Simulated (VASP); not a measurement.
Input of a VASP 6.6.1 run:

File INCAR:

```
PREC = Accurate
ENCUT = 600
EDIFF = 1E-6
ISMEAR = 0
SIGMA = 0.02
LREAL = False
LASPH = True
NELM = 60
ALGO = Normal
ISIF = 3
LWAVE = False
LCHARG = False
GGA = PE
IBRION = 2
NSW = 100
EDIFFG = -0.01
```

Contents of KPOINTS:

```
regular mesh
0
Gamma
  10 10 10
```

The input POSCAR:

```
BiN
1.0
    0.0000000000      2.5576986700      2.5576986700
    2.5576986700      0.0000000000      2.5576986700
    2.5576986700      2.5576986700      0.0000000000
Bi N
1 1
Direct
    0.0000000000      0.0000000000      0.0000000000
    0.5000000000      0.5000000000      0.5000000000
```

Potentials or basis: VASP PAW PBE potentials, release 64 (Bi_d, N).

Launch:

```bash
$ cat potpaw_PBE.64/Bi_d/POTCAR potpaw_PBE.64/N/POTCAR > POTCAR
$ mpirun -np 1 vasp_std > vasp.out
```

**Question.** Predict the space group after relaxing (to 0.1 Å).

**Answer.** Fm-3m (No. 225).

**Question.** Estimate the relaxed volume.

**Answer.** 17.04 Å³/atom.

**Question.** Estimate the band gap on the k mesh.

**Answer.** 0.16 eV.

The path:
```csv
step,energy change (eV),largest force (eV/Å),pressure (GPa),volume (Å³)
1,0.0000,0.0000,2.33,33.46
2,-0.0008,0.0000,-1.98,34.65
3,-0.0044,0.0000,0.01,34.08
```

Caveat: spin-orbit coupling is left out, which moves the levels of the heavy elements. A k mesh can miss the band edges.
